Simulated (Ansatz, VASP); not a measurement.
# One calculation of Sr, two programs

Contents of INCAR:

```
PREC     = Accurate       # precision mode
ENCUT    = 520            # plane-wave cutoff, eV
EDIFF    = 1E-7           # SCF threshold, eV
ISMEAR   = 0              # smearing method
SIGMA    = 0.1            # smearing width, eV
LREAL    = False          # projectors in reciprocal space
LASPH    = True           # aspherical terms in the spheres
NELM     = 80             # most SCF steps
ALGO     = Fast           # electronic algorithm
ISIF     = 2              # what is computed and relaxed
LWAVE    = False          # write WAVECAR
LCHARG   = False          # write CHGCAR
GGA      = PE             # functional
NBANDS   = 17             # bands
```

The input KPOINTS:

```
regular mesh
0
Gamma
  15 15 8
```

Contents of POSCAR:

```
Sr
1.0
    3.7223188381      0.0000000000      0.0000000000
   -1.8611594191      3.2236226748      0.0000000000
    0.0000000000      0.0000000000      5.4792194625
Sr
2
Direct
    0.3333333333      0.6666666667      0.2500000000
    0.6666666667      0.3333333333      0.7500000000
```

Input for Ansatz:

```yaml
crystal:
  lattice:
    - [3.7223188381, 0.0, 0.0]
    - [-1.8611594191, 3.2236226748, 0.0]
    - [0.0, 0.0, 5.4792194625]
  atoms:
    - { symbol: Sr, position: [0.3333333333, 0.6666666667, 0.25] }
    - { symbol: Sr, position: [0.6666666667, 0.3333333333, 0.75] }
basis:
  ecutwfc: 420
kpoints:
  mp_grid: { grid: [15, 15, 8] }
hamiltonian:
  xc: pbe
scf:
  occupations: { method: gaussian, width: 0.1 }
output:
  forces: true
  stress: true
  eigenvalues: true
  populations: true
```

Alike in both runs: task single point; functional PBE; k mesh 15 × 15 × 8; occupations gaussian, width 0.1 eV; no spin polarisation.

```csv
,VASP,Ansatz
version,VASP 6.6.1,Ansatz 0.2.0
potentials or method,"VASP PAW PBE potentials, release 64 (Sr_sv), cutoff 520 eV","scalar-relativistic, plane waves, PAW"
valence electrons in the cell,20,20
```

Ansatz gave:

| Quantity | Value |
| --- | --- |
| gap on the k mesh at the Fermi level (eV) | none |
| pressure (GPa) | 12.5 |
| traceless stress, the component that is largest in VASP (GPa) | 2.91 |

**Question.** What did VASP give for the same quantities?

**Answer.** gap on the k mesh at the Fermi level (eV): none; pressure (GPa): 12.5; traceless stress, the component that is largest in VASP (GPa): 2.93.

A gap of «none» marks a metal or a gap that the smearing closes.
